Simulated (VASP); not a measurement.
Set up this calculation in VASP 6.6.1, as the native input.

| Property | Result |
| --- | --- |
| Task | relaxation of shape and atoms at fixed volume |
| Functional | PBE |
| Potentials or basis | VASP PAW PBE potentials, release 64 (Hf_pv, C) |
| Cutoff | 600 eV |
| k mesh | 12 × 12 × 8 |
| Occupations | gaussian, width 0.05 eV |
| Spin | no spin polarisation |
| Dipole correction | no |
| Further INCAR settings | ALGO = Normal; EDIFF = 1e-07; IBRION = 2; EDIFFG = -0.01; NSW = 60; ISIF = 4 |

The structure of HfC lies in POSCAR:

```
HfC
1.0
    3.2862607221      0.0000000000      0.0000000000
   -1.6431303611      2.8459852688      0.0000000000
    0.0000000000      0.0000000000      5.1526596280
Hf C
2 2
Direct
    0.3333333333      0.6666666667      0.2500000000
    0.6666666667      0.3333333333      0.7500000000
    0.0000000000      0.0000000000      0.0000000000
    0.0000000000      0.0000000000      0.5000000000
```

These files were run (other wordings do the same):

INCAR

```
SYSTEM = HfC
  PREC = Accurate
  ENCUT = 600
  EDIFF = 1E-7
  ISMEAR = 0
  SIGMA = 0.05
  LREAL = .FALSE.
  LASPH = .TRUE.
  NELM = 60
  ALGO = Normal
  ISIF = 4
  LWAVE = .FALSE.
  LCHARG = .FALSE.
  GGA = PE
  IBRION = 2
  NSW = 60
  EDIFFG = -0.01
```

KPOINTS

```
Automatic mesh
0
G
  12 12 8
  0 0 0
```

Potentials or basis: VASP PAW PBE potentials, release 64 (Hf_pv, C).

Launch:

```console
$ cat potpaw_PBE.64/Hf_pv/POTCAR potpaw_PBE.64/C/POTCAR > POTCAR
$ mpirun -np 1 vasp_std > vasp.out
```

Results of the run:

```
Energy gained by relaxing : 0.0 meV/atom
Ionic steps               : 2
Pressure after relaxing   : 9.6 GPa
Band gap on the k mesh    : zero (bands 14 and 15 overlap by 1.45 eV)
```

Caveat: spin-orbit coupling is left out, which moves the levels of the heavy elements.

Wall time 57 s on 1 thread of Intel(R) Xeon(R) 6975P-C (Granite Rapids), on a shared host, peak memory 0.24 GiB.
